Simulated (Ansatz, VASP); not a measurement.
# InSe5 in VASP and in Ansatz

File INCAR:

```
  PREC = Accurate
  ENCUT = 520
  EDIFF = 1E-6
  ISMEAR = 0
  SIGMA = 0.1
  LREAL = False
  LASPH = True
  NELM = 60
  ALGO = Normal
  ISIF = 2
  LWAVE = False
  LCHARG = True
  GGA = PE
  LELF = True
  LVHAR = True
  NBANDS = 30
```

KPOINTS

```
Automatic mesh
0
Gamma
  4 4 2
```

POSCAR

```
InSe5
1.0
    4.6903429900      0.0000000000      0.0000000000
    0.0000000000      4.6903429900      0.0000000000
    0.0000000000      0.0000000000      8.1259973400
In Se
1 5
Direct
    0.5000000000      0.5000000000      0.0000000000
    0.0000000000      0.5000000000      0.5000000000
    0.5000000000      0.0000000000      0.5000000000
    0.5000000000      0.5000000000      0.3460903400
    0.5000000000      0.5000000000      0.6539096600
    0.0000000000      0.0000000000      0.0000000000
```

Input for Ansatz:

```yaml
crystal:
  lattice:
    - [4.69034299, 0.0, 0.0]
    - [0.0, 4.69034299, 0.0]
    - [0.0, 0.0, 8.12599734]
  atoms:
    - { symbol: In, position: [0.5, 0.5, 0.0] }
    - { symbol: Se, position: [0.0, 0.5, 0.5] }
    - { symbol: Se, position: [0.5, 0.0, 0.5] }
    - { symbol: Se, position: [0.5, 0.5, 0.34609034] }
    - { symbol: Se, position: [0.5, 0.5, 0.65390966] }
    - { symbol: Se, position: [0.0, 0.0, 0.0] }
basis:
  ecutwfc: 420
kpoints:
  mp_grid: { grid: [4, 4, 2] }
hamiltonian:
  xc: pbe
scf:
  occupations: { method: gaussian, width: 0.1 }
  lower_state_search: "off"
output:
  forces: true
  stress: true
  eigenvalues: true
```

Alike in both runs: task single point; functional PBE; k mesh 4 × 4 × 2; occupations gaussian, width 0.1 eV; no spin polarisation.

```csv
,VASP,Ansatz
version,VASP 6.6.1,Ansatz 0.2.0
potentials or method,"VASP PAW PBE potentials, release 64 (In_d, Se), cutoff 520 eV","scalar-relativistic, plane waves, PAW"
valence electrons in the cell,43,93
```

Ansatz gave:

| Property | Result |
| --- | --- |
| gap on the k mesh at the Fermi level (eV) | none |
| pressure (GPa) | 1.3 |
| traceless stress, the component that is largest in VASP (GPa) | 4.43 |
| rms of the force components (eV/Å) | 0.618 |

Question: What did VASP give for the same quantities?

Answer: gap on the k mesh at the Fermi level (eV): none; pressure (GPa): 1.4; traceless stress, the component that is largest in VASP (GPa): 4.43; rms of the force components (eV/Å): 0.624.

Atom by atom the forces differ by 0.006 eV/Å (rms over components). A gap of «none» marks a metal or a gap that the smearing closes. With one functional, cell and mesh, what is left measures potentials, basis and numerics. VASP's potentials hold 43 valence electrons a cell and Ansatz's 93, so a difference there can come from the potentials and not from the codes.

The k mesh is coarse, so the values compare programs but aren't converged.
